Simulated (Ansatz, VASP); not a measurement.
# One calculation of Si3N4, two programs

The input POSCAR:

```
Si3N4
1.0
   -3.2373500000      3.2373500000      3.2373500000
    3.2373500000     -3.2373500000      3.2373500000
    3.2373500000      3.2373500000     -3.2373500000
Si N
6 8
Direct
    0.2500000000      0.1250000000      0.8750000000
    0.8750000000      0.2500000000      0.1250000000
    0.7500000000      0.3750000000      0.6250000000
    0.6250000000      0.7500000000      0.3750000000
    0.1250000000      0.8750000000      0.2500000000
    0.3750000000      0.6250000000      0.7500000000
    0.5628000000      0.5628000000      0.5628000000
    0.4372000000      0.5000000000      0.0000000000
    0.5000000000      0.0000000000      0.9372000000
    0.0000000000      0.4372000000      0.5000000000
    0.9372000000      0.5000000000      0.0000000000
    0.0628000000      0.0628000000      0.0628000000
    0.0000000000      0.9372000000      0.5000000000
    0.5000000000      0.0000000000      0.4372000000
```

The input INCAR.step1:

```
ALGO = Normal
EDIFF = 1E-4
ENCUT = 520
GGA = PE
ISMEAR = -1
LASPH = True
LCHARG = False
LREAL = False
LWAVE = True
NBANDS = 45
NELM = 80
PREC = Accurate
SIGMA = 0.02
```

Contents of INCAR.step2:

```
ALGO = Normal
EDIFF = 1E-8
ENCUT = 520
ISIF = 2
ISMEAR = -1
ISTART = 1
LASPH = True
LCHARG = False
LEFG = True
LMIXTAU = True
LREAL = False
LWAVE = False
METAGGA = R2SCAN
NBANDS = 45
NELM = 80
PREC = Accurate
SIGMA = 0.02
```

File KPOINTS:

```
k-points
0
Gamma
  6 6 6
```

Input for Ansatz:

```yaml
crystal:
  lattice:
    - [-3.23735, 3.23735, 3.23735]
    - [3.23735, -3.23735, 3.23735]
    - [3.23735, 3.23735, -3.23735]
  atoms:
    - { symbol: Si, position: [0.25, 0.125, 0.875] }
    - { symbol: Si, position: [0.875, 0.25, 0.125] }
    - { symbol: Si, position: [0.75, 0.375, 0.625] }
    - { symbol: Si, position: [0.625, 0.75, 0.375] }
    - { symbol: Si, position: [0.125, 0.875, 0.25] }
    - { symbol: Si, position: [0.375, 0.625, 0.75] }
    - { symbol: "N", position: [0.5628, 0.5628, 0.5628] }
    - { symbol: "N", position: [0.4372, 0.5, 0.0] }
    - { symbol: "N", position: [0.5, 0.0, 0.9372] }
    - { symbol: "N", position: [0.0, 0.4372, 0.5] }
    - { symbol: "N", position: [0.9372, 0.5, 0.0] }
    - { symbol: "N", position: [0.0628, 0.0628, 0.0628] }
    - { symbol: "N", position: [0.0, 0.9372, 0.5] }
    - { symbol: "N", position: [0.5, 0.0, 0.4372] }
kpoints:
  mp_grid: { grid: [6, 6, 6] }
scf:
  occupations: { method: fermi_dirac, width: 0.02 }
hamiltonian:
  xc: r2scan
  pseudopotentials: { kind: paw, frozen_core: stored }
output:
  forces: true
  stress: true
  populations: true
  efg: { quadrupole_moments_barn: { "N": 0.02044 } }
```

Alike in both runs: task electric field gradients; functional r2SCAN; k mesh 6 × 6 × 6; occupations fermi-dirac, width 0.02 eV; no spin polarisation.

|  | VASP | Ansatz |
| --- | --- | --- |
| version | VASP 6.6.1 | Ansatz 0.2.0 |
| potentials or method | VASP PAW PBE potentials, release 64 (Si, N) | plane-wave PAW, scalar-relativistic |
| plane-wave cutoff (eV) | 520 | 500 |
| valence electrons in the cell | 64 | 64 |

VASP gave:

```
gap on the k mesh at the Fermi level (eV)            : 4.69
pressure (GPa)                                       : -4.2
rms of the force components (eV/Å)                   : 0.013
size of Vzz on the site where it differs most (V/Å²) : 56.5
```

Problem. What did Ansatz give for the same quantities?

Solution. gap on the k mesh at the Fermi level (eV): 4.68; pressure (GPa): -4.4; rms of the force components (eV/Å): 0.014; size of Vzz on the site where it differs most (V/Å²): 61.7.

VASP's potentials were made for PBE, not for r2SCAN. Atom by atom the forces differ by 0.001 eV/Å (rms over components). With one functional, cell and mesh, what is left measures potentials, basis and numerics.
